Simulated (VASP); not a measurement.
# BiPt3 (Pm-3m) in VASP: a series of runs

Runs on BiPt3. Level: PBE. Tasks: single point.

All numbers are computed with VASP 6.6.1; they aren't measurements. Logs are shortened: lines on timing, memory, paths and dates and some standing lists are left out, and cuts for length are marked.

### 1 The cell of the first run

Symmetry: Pm-3m, No. 221, cubic system. Conventional cell: a = 4.289 Å, b = 4.289 Å, c = 4.289 Å, α = 90.00°, β = 90.00°, γ = 90.00°. Bi (site symmetry m-3m) has 12 Pt at 3.03 Å within 4.0 Å. Pt (site symmetry 4/mmm) has 4 Bi at 3.03 Å and 8 Pt at 3.03 Å within 4.0 Å.

### 2 Single point, PBE

INCAR

```
PREC     = Accurate       # precision mode
ENCUT    = 520            # plane-wave cutoff, eV
EDIFF    = 1E-7           # SCF threshold, eV
ISMEAR   = 1              # smearing method
SIGMA    = 0.1            # smearing width, eV
LREAL    = F              # projectors in reciprocal space
LASPH    = T              # aspherical terms in the spheres
NELM     = 80             # most SCF steps
ALGO     = Normal         # electronic algorithm
ISIF     = 2              # what is computed and relaxed
LWAVE    = F              # write WAVECAR
LCHARG   = F              # write CHGCAR
GGA      = PE             # functional
NBANDS   = 30             # bands
```

KPOINTS

```
Automatic mesh
0
Gamma
  6 6 6
```

POSCAR

```
BiPt3
1.0
    4.2886446711      0.0000000000      0.0000000000
    0.0000000000      4.2886446711      0.0000000000
    0.0000000000      0.0000000000      4.2886446711
Bi Pt
1 3
Direct
    0.0000000000      0.0000000000      0.0000000000
    0.0000000000      0.5000000000      0.5000000000
    0.5000000000      0.0000000000      0.5000000000
    0.5000000000      0.5000000000      0.0000000000
```

Potentials or basis: VASP PAW PBE potentials, release 64 (Bi_d, Pt).

On the command line:

```
cat potpaw_PBE.64/Bi_d/POTCAR potpaw_PBE.64/Pt/POTCAR > POTCAR
mpirun -np 1 vasp_std > vasp.out
```

OUTCAR:

```text
PREC = Accurate
   ENCUT = 520
   EDIFF = 1E-7
   ISMEAR = 1
   LREAL = F
   LASPH = T
   NELM = 80
   ISIF = 2
   GGA = PE

 ion  position               nearest neighbor table
   1  0.000  0.000  0.000-   2 3.03   3 3.03   4 3.03   2 3.03   3 3.03   2 3.03   4 3.03   2 3.03
                             3 3.03   4 3.03   3 3.03   4 3.03
   2  0.000  0.500  0.500-   1 3.03   3 3.03   4 3.03   1 3.03   4 3.03   1 3.03   3 3.03   1 3.03
                             3 3.03   4 3.03   4 3.03   3 3.03
   3  0.500  0.000  0.500-   1 3.03   2 3.03   4 3.03   1 3.03   4 3.03   2 3.03   4 3.03   4 3.03
                             1 3.03   2 3.03   1 3.03   2 3.03
   4  0.500  0.500  0.000-   1 3.03   2 3.03   3 3.03   2 3.03   3 3.03   1 3.03   3 3.03   3 3.03
                             1 3.03   2 3.03   2 3.03   1 3.03

  LATTYP: Found a simple cubic cell.
 ALAT       =     4.2886446711

  Lattice vectors:

 A1 = (   4.2886446711,   0.0000000000,   0.0000000000)
 A2 = (   0.0000000000,   4.2886446711,   0.0000000000)
 A3 = (   0.0000000000,   0.0000000000,   4.2886446711)

Analysis of symmetry for initial positions (statically):
=====================================================================
 Subroutine PRICEL returns:
 Original cell was already a primitive cell.

 Routine SETGRP: Setting up the symmetry group for a
 simple cubic supercell.

 Subroutine GETGRP returns: Found 48 space group operations
 (whereof 48 operations were pure point group operations)
 out of a pool of 48 trial point group operations.

The static configuration has the point symmetry O_h .

Analysis of symmetry for dynamics (positions and initial velocities):
=====================================================================
 Subroutine PRICEL returns:
 Original cell was already a primitive cell.

 Routine SETGRP: Setting up the symmetry group for a
 simple cubic supercell.

 Subroutine GETGRP returns: Found 48 space group operations
 (whereof 48 operations were pure point group operations)
 out of a pool of 48 trial point group operations.

The dynamic configuration has the point symmetry O_h .

 Subroutine INISYM returns: Found 48 space group operations
 (whereof 48 operations are pure point group operations),
 and found     1 'primitive' translations

----------------------------------------------------------------------------------------

                                     Primitive cell

  volume of cell :      78.8788

  direct lattice vectors                    reciprocal lattice vectors
[... 89 lines left out ...]
   NSW    =      0    number of steps for IOM
   IBRION =     -1    ionic relax: 0-MD 1-quasi-New 2-CG
   NFREE  =      0    steps in history (QN), initial steepest desc. (CG)
   ISIF   =      2    stress and relaxation
   ISYM   =      2    0-nonsym 1-usesym 2-fastsym
   POTIM  = 0.5000    time-step for ionic-motion
   TEBEG  =    0.0;   TEEND  =   0.0 temperature during run
   PSTRESS=    0.0 pullay stress
   NELECT =      45.0000    total number of electrons
   NUPDOWN=      -1.0000    fix difference up-down
   EMIN   =  10.00;   EMAX   =-10.00  energy-range for DOS
   EFERMI =   0.00;   METHOD = LEGACY
   ISMEAR =     1;   SIGMA  =   0.10  broadening in eV -4-tet -1-fermi 0-gaus
   EFERMI_NEDOS =   21; number of points for ismear=-14 and -15
   IALGO  =     38    algorithm
   IMIX   =      4    mixing-type and parameters
     AMIX     =   0.40;   BMIX     =  1.00
     AMIX_MAG =   1.60;   BMIX_MAG =  1.00
  volume/ion in A,a.u.               =      19.72       133.08
  Fermi-wavevector in a.u.,A,eV,Ry     =   1.357768  2.565810 25.082806  1.843534
  Thomas-Fermi vector in A             =   2.484658
   LORBIT       =      0    0 simple, 1 ext, 2 COOP (PROOUT), +10 PAW based schemes
   GGA     = PE    functional components
   LHFCALC =     F    Hartree Fock is set to
   AEXX    =    0.0000 exact exchange contribution
   IVDW    =     0    specifies the selected vdW correction
   LEPSILON=     F    determine dielectric tensor
   LRPA    =     F    only Hartree local field effects (RPA)
 non-spin polarized calculation
 Methfessel and Paxton  Order N= 1 SIGMA  =   0.10
  energy-cutoff  :      520.00
  volume of cell :       78.88
 maximum number of plane-waves:      2176
 NGX is ok and might be reduce to    32
   NGX = 15   NGY = 15   NGZ = 15

 number of electron      45.0000014 magnetization

 Free energy of the ion-electron system (eV)
  ---------------------------------------------------
  ext. energy  EPLUGINS =         0.00000000
  ---------------------------------------------------
  free energy    TOTEN  =       -21.84356569 eV

  energy without entropy =      -21.83951200  energy(sigma->0) =      -21.84221446

 E-fermi :   9.1725     XC(G=0): -12.0962

 val. band max:        9.1540941519   @ k =   0.3333   0.3333   0.3333
 cond. band min:       9.1776463685   @ k =   0.5000   0.3333   0.1667
 fundamental gap:      0.0235522165
 Fermi energy:         9.1724602285

 k-point     1 :       0.0000    0.0000    0.0000
  band No.  band energies     occupation
      1     -13.9808      2.00000
      2     -13.9808      2.00000
      3     -13.9692      2.00000
      4     -13.9692      2.00000
      5     -13.9692      2.00000
      6      -3.4361      2.00000
[... 649 lines left out ...]
     29      19.8752      0.00000
     30      19.8752      0.00000

------------------------ aborting loop because EDIFF is reached ----------------------------------------

  FORCE on cell =-STRESS in cart. coord.  units (eV):
  Direction    XX          YY          ZZ          XY          YZ          ZX
  --------------------------------------------------------------------------------------
  -------------------------------------------------------------------------------------
  Total       -5.1935083     -5.1935083     -5.1935083      0.0000000      0.0000000     -0.0000000
  in kB     -105.4899810   -105.4899810   -105.4899810      0.0000000      0.0000000     -0.0000000
  external PRESSURE =    -105.4899810 kB  Pullay stress =       0.0000000 kB

 VOLUME and BASIS-vectors are now :
 -----------------------------------------------------------------------------
  energy-cutoff  :      520.00
  volume of cell :       78.88
      direct lattice vectors                 reciprocal lattice vectors
     4.288644671  0.000000000  0.000000000     0.233173899  0.000000000  0.000000000
     0.000000000  4.288644671  0.000000000     0.000000000  0.233173899  0.000000000
     0.000000000  0.000000000  4.288644671     0.000000000  0.000000000  0.233173899

 POSITION                                       TOTAL-FORCE (eV/Angst)
 -----------------------------------------------------------------------------------
      0.00000      0.00000      0.00000         0.000000      0.000000      0.000000
      0.00000      2.14432      2.14432         0.000000      0.000000      0.000000
      2.14432      0.00000      2.14432         0.000000      0.000000      0.000000
      2.14432      2.14432      0.00000         0.000000      0.000000      0.000000
 -----------------------------------------------------------------------------------
    total drift:                                0.000000     -0.000000     -0.000000

  FREE ENERGIE OF THE ION-ELECTRON SYSTEM (eV)
  ---------------------------------------------------
  free  energy   TOTEN  =       -21.8435656877 eV

  energy  without entropy=      -21.8395120001  energy(sigma->0) =      -21.84221446
```

stdout:

```text
POSCAR found type information on POSCAR BiPt
 POSCAR found :  2 types and       4 ions
 scaLAPACK will be used
 LDA part: xc-table for (Slater+PW92), standard interpolation
 POSCAR, INCAR and KPOINTS ok, starting setup
 FFT: planning ... GRIDC
 FFT: planning ... GRID_SOFT
 FFT: planning ... GRID
 WAVECAR not read
 entering main loop
```

Run time: 18 s. Hardware: 1 thread of Intel Xeon Platinum 8488C (Sapphire Rapids), shared host; peak memory 0.2 GiB.

What came out:

* Free energy: -21.8436 eV
* Pressure: -10.5 GPa

Levels at points of the mesh, in eV from the Fermi level:
```
           k point  band 20  band 21  band 22  band 23  band 24  band 25
(0.00, 0.00, 0.00)    -1.11    -1.06    -0.51    -0.11    -0.11    -0.11
(0.50, 0.00, 0.00)    -1.91    -1.03    -0.67    -0.11     2.34     2.34
(0.50, 0.50, 0.00)    -1.75    -1.74    -1.53     0.38     0.38     3.18
(0.50, 0.50, 0.50)    -1.74    -1.54    -0.44    -0.44    -0.44    -0.17
```

Caveat: spin-orbit coupling is left out, which moves the levels of the heavy elements.

### 3 Single point, PBE

This run uses another cell than the first one, of 20.18 Å³/atom, 1.023 times its volume.

INCAR

```
PREC = Accurate
ENCUT = 520
EDIFF = 1E-6
ISMEAR = 1
SIGMA = 0.1
LREAL = F
LASPH = T
NELM = 60
ALGO = Normal
ISIF = 2
LWAVE = F
LCHARG = F
GGA = PE
NBANDS = 30
```

KPOINTS

```
regular mesh
0
Gamma
  6 6 6
```

POSCAR

```
BiPt3
1.0
    4.3216355420      0.0000000000      0.0000000000
    0.0000000000      4.3216355420      0.0000000000
    0.0000000000      0.0000000000      4.3216355420
Bi Pt
1 3
Direct
    0.0000000000      0.0000000000      0.0000000000
    0.0000000000      0.5000000000      0.5000000000
    0.5000000000      0.0000000000      0.5000000000
    0.5000000000      0.5000000000      0.0000000000
```

Potentials or basis: VASP PAW PBE potentials, release 64 (Bi_d, Pt).

On the command line:

```
cat potpaw_PBE.64/Bi_d/POTCAR potpaw_PBE.64/Pt/POTCAR > POTCAR
mpirun -np 1 vasp_std > vasp.out
```

It took 17 s on 1 thread of Intel Xeon Platinum 8488C (Sapphire Rapids), shared host; peak memory 0.19 GiB.

Results (log left out):

- Free energy: -21.7109 eV
- Pressure: -12.8 GPa

Levels at points of the mesh, in eV from the Fermi level:
```
           k point  band 19  band 20  band 21  band 22  band 23  band 24  band 25  band 26
(0.00, 0.00, 0.00)    -1.13    -1.07    -1.07    -0.50    -0.11    -0.11    -0.11     4.54
(0.50, 0.00, 0.00)    -1.92    -1.84    -0.99    -0.70    -0.11     2.29     2.29     4.34
(0.50, 0.50, 0.00)    -2.07    -1.70    -1.68    -1.47     0.37     0.37     3.16     4.15
(0.50, 0.50, 0.50)    -1.67    -1.67    -1.54    -0.42    -0.42    -0.42    -0.06     2.46
```

Caveat: spin-orbit coupling is left out, which moves the levels of the heavy elements.
